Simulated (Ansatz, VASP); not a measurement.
Ta in VASP and in Ansatz

The input INCAR:

```
SYSTEM = Ta
PREC     = Accurate       ! precision mode
ENCUT    = 520            ! plane-wave cutoff, eV
EDIFF    = 1E-6           ! SCF threshold, eV
ISMEAR   = 1              ! smearing method
SIGMA    = 0.02           ! smearing width, eV
LREAL    = .False.        ! projectors in reciprocal space
LASPH    = .True.         ! aspherical terms in the spheres
NELM     = 100            ! most SCF steps
ALGO     = Fast           ! electronic algorithm
ISIF     = 2              ! what is computed and relaxed
LWAVE    = .False.        ! write WAVECAR
LCHARG   = .False.        ! write CHGCAR
NBANDS   = 12             ! bands
```

KPOINTS

```
regular mesh
0
Gamma
  22 22 22
  0 0 0
```

POSCAR

```
Ta
1.0
   -1.5539139738      1.5539139738      1.8646967685
    1.5539139738     -1.5539139738      1.8646967685
    1.5539139738      1.5539139738     -1.8646967685
Ta
1
Direct
    0.0000000000      0.0000000000      0.0000000000
```

Input for Ansatz:

```yaml
crystal:
  lattice:
    - [-1.5539139738, 1.5539139738, 1.8646967685]
    - [1.5539139738, -1.5539139738, 1.8646967685]
    - [1.5539139738, 1.5539139738, -1.8646967685]
  atoms:
    - { symbol: Ta, position: [0.0, 0.0, 0.0] }
basis:
  ecutwfc: 420
kpoints:
  mp_grid: { grid: [22, 22, 22] }
hamiltonian:
  xc: lda
scf:
  occupations: { method: methfessel_paxton, width: 0.02 }
output:
  forces: true
  stress: true
  eigenvalues: true
```

Alike in both runs: task single point; functional LDA; k mesh 22 × 22 × 22; occupations methfessel-paxton of order 1, width 0.02 eV; no spin polarisation.

|  | VASP | Ansatz |
| --- | --- | --- |
| version | VASP 6.6.1 | Ansatz 0.2.0 |
| potentials or method | VASP PAW LDA potentials, release 64 (Ta_pv), cutoff 520 eV | scalar-relativistic, plane waves, PAW |
| valence electrons in the cell | 11 | 13 |

|  | VASP | Ansatz | Ansatz less VASP |
| --- | --- | --- | --- |
| gap on the k mesh at the Fermi level (eV) | none | none | - |
| pressure (GPa) | -5.7 | -6.4 | -0.73 |
| traceless stress, the component that is largest in VASP (GPa) | -10.96 | -10.87 | +0.086 |

LDA's correlation is that of Perdew and Zunger in VASP and of Perdew and Wang (1992) in Ansatz. A gap of «none» marks a metal or a gap that the smearing closes. VASP's potentials hold 11 valence electrons a cell and Ansatz's 13, so a difference there can come from the potentials and not from the codes.

Neither program's run includes spin-orbit coupling.
